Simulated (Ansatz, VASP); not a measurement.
## BeSi in VASP and in Ansatz

```xyz
2
Lattice="1.3977 0.8070 3.4926 -1.3977 0.8070 3.4926 0.0000 -1.6140 3.4926" Properties=species:S:1:pos:R:3 pbc="T T T"
Be    0.0000    0.0000    0.0000
Si    0.0000    0.0000    5.2390
```

Alike in both runs: functional PBE; k mesh 24 × 24 × 24; occupations gaussian, width 0.1 eV; no spin polarisation.

Ansatz relaxed the structure, and its values are those at the end. VASP's run is a single point on that final structure, the one shown.

|  | VASP | Ansatz |
| --- | --- | --- |
| version | VASP 6.6.1 | Ansatz 0.2.0 |
| potentials or method | VASP PAW PBE potentials, release 64 (Be, Si), cutoff 520 eV | scalar-relativistic, plane waves, PAW |
| valence electrons in the cell | 6 | 6 |

```csv
,VASP,Ansatz,Ansatz less VASP
gap on the k mesh at the Fermi level (eV),none,none,-
pressure (GPa),0.0,0.0,0.00
```

A gap of «none» marks a metal or a gap that the smearing closes. With one functional, cell and mesh, what is left measures potentials, basis and numerics.
